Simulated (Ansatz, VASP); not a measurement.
## WS2 in VASP and in Ansatz

```
W S
1.0
     3.15409    0.00000    0.00000
    -1.57704    2.73152    0.00000
     0.00000    0.00000   12.13992
W S
2 4
Direct
  0.33333 0.66667 0.25000
  0.66667 0.33333 0.75000
  0.33333 0.66667 0.62029
  0.66667 0.33333 0.12029
  0.33333 0.66667 0.87971
  0.66667 0.33333 0.37971
```

Alike in both runs: task single point; functional r2SCAN; k mesh 12 × 12 × 4; occupations gaussian, width 0.02 eV; no spin polarisation.

|  | VASP | Ansatz |
| --- | --- | --- |
| version | VASP 6.6.1 | Ansatz 0.2.0 |
| potentials or method | VASP PAW PBE potentials, release 64 (W_sv, S), cutoff 550 eV | scalar-relativistic, plane waves, PAW |
| valence electrons in the cell | 52 | 52 |

|  | VASP | Ansatz | Ansatz less VASP |
| --- | --- | --- | --- |
| gap on the k mesh at the Fermi level (eV) | 1.01 | 1.00 | -0.014 |
| least direct gap on the mesh (eV) | 1.96 | 1.96 | -0.003 |
| pressure (GPa) | 2.4 | 2.2 | -0.22 |
| traceless stress, the component that is largest in VASP (GPa) | -1.06 | -1.01 | +0.057 |
| rms of the force components (eV/Å) | 0.124 | 0.135 | +0.0106 |

VASP's potentials were made for PBE, not for r2SCAN. Atom by atom the forces differ by 0.011 eV/Å (rms over components). The functional is the same, so the differences come from potentials, cutoffs and numerics.

Neither program's run includes spin-orbit coupling.
